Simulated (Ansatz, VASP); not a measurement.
ZnSe5: VASP beside Ansatz

```
Zn Se
1.0
     7.26822    0.00000    0.00000
    -3.63411    6.29446    0.00000
     0.00000    0.00000    3.52745
Zn Se
1 5
Cartesian
  0.0000 0.0000 0.0000
  3.6341 0.0000 1.7637
  1.8171 3.1472 1.7637
  -1.8171 3.1472 1.7637
  0.0000 4.1963 0.0000
  3.6341 2.0982 0.0000
```

Change from the starting cell: species swapped into the SmZn5 type (P6/mmm, No. 191).

Alike in both runs: functional PBE; k mesh 3 × 3 × 4; occupations gaussian, width 0.1 eV; no spin polarisation.

Ansatz relaxed the structure, and its values are those at the end. VASP's run is a single point on that final structure, the one shown.

|  | VASP | Ansatz |
| --- | --- | --- |
| version | VASP 6.6.1 | Ansatz 0.2.0 |
| potentials or method | VASP PAW PBE potentials, release 64 (Zn, Se), cutoff 520 eV | scalar-relativistic, plane waves, PAW |
| valence electrons in the cell | 42 | 92 |

|  | VASP | Ansatz | Ansatz less VASP |
| --- | --- | --- | --- |
| gap on the k mesh at the Fermi level (eV) | none | none | - |
| pressure (GPa) | 0.1 | 0.1 | -0.02 |

A gap of «none» marks a metal or a gap that the smearing closes. VASP's potentials hold 42 valence electrons a cell and Ansatz's 92, so a difference there can come from the potentials and not from the codes.

The k mesh is coarse, so the values compare programs but aren't converged.
